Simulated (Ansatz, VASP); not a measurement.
## One calculation of TePb, two programs

```xyz
2
Lattice="0.0000 3.1749 3.3337 3.1749 0.0000 3.3337 3.1749 3.1749 0.0000" Properties=species:S:1:pos:R:3 pbc="T T T"
Te    3.1749    3.1749    3.3337
Pb    0.0000    0.0000    0.0000
```

Alike in both runs: task single point; functional PBEsol; k mesh 8 × 8 × 8; occupations gaussian, width 0.05 eV; no spin polarisation.

```csv
,VASP,Ansatz
version,VASP 6.6.1,Ansatz 0.2.0
potentials or method,"VASP PAW PBE potentials, release 64 (Te, Pb_d), cutoff 520 eV","scalar-relativistic, plane waves, PAW"
valence electrons in the cell,20,30
```

Ansatz gave:

```
gap on the k mesh at the Fermi level (eV)                     : 0.55
least direct gap on the mesh (eV)                             : 0.55
pressure (GPa)                                                : 0.1
traceless stress, the component that is largest in VASP (GPa) : -3.50
```

Problem. Which values does VASP return?

Solution. gap on the k mesh at the Fermi level (eV): 0.55; least direct gap on the mesh (eV): 0.55; pressure (GPa): 0.1; traceless stress, the component that is largest in VASP (GPa): -3.51.

VASP's potentials were made for PBE, not for PBEsol. With one functional, cell and mesh, what is left measures potentials, basis and numerics. VASP's potentials hold 20 valence electrons a cell and Ansatz's 30, so a difference there can come from the potentials and not from the codes.

Spin-orbit coupling is off throughout.
